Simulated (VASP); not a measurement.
Ir:

```
Ir
1.0
     2.75138    0.00000    0.00000
    -1.37569    2.38276    0.00000
     0.00000    0.00000    4.46229
Ir
2
Direct
  0.66667 0.33333 0.75000
  0.33333 0.66667 0.25000
```

This isn't the form of Ir at room conditions, which is fcc.

- Program: VASP 6.6.1
- Task: relaxation of cell and atoms
- Functional: PBEsol
- Potentials or basis: VASP PAW PBE potentials, release 64 (Ir)
- Cutoff: 600 eV
- k mesh: 18 × 18 × 10
- Occupations: gaussian, width 0.05 eV
- Spin: no spin polarisation

At the start: pressure -11.8 GPa; volume 14.63 Å³/atom.

Problem. Where does the relaxation end?

Solution. Over 4 steps the energy falls by 18.3 meV/atom and the volume is 14.15 Å³/atom (-3.2 %); space group P6_3/mmc (No. 194, to 0.1 Å) before and after.

The path:
| step | energy change (eV) | largest force (eV/Å) | pressure (GPa) | volume (Å³) |
| --- | --- | --- | --- | --- |
| 1 | 0.0000 | 0.0000 | -11.76 | 29.25 |
| 2 | 0.5826 | 0.0000 | 67.05 | 24.94 |
| 3 | -0.0364 | 0.0000 | -0.72 | 28.35 |
| 4 | -0.0366 | 0.0000 | -0.15 | 28.31 |

Final structure:
```
Ir
1.0
     2.72174    0.00000    0.00000
    -1.36087    2.35710    0.00000
     0.00000    0.00000    4.41226
Ir
2
Direct
  0.66667 0.33333 0.75000
  0.33333 0.66667 0.25000
```

Caveat: the PAW data sets were made with another functional, which shifts forces and pressure a little.
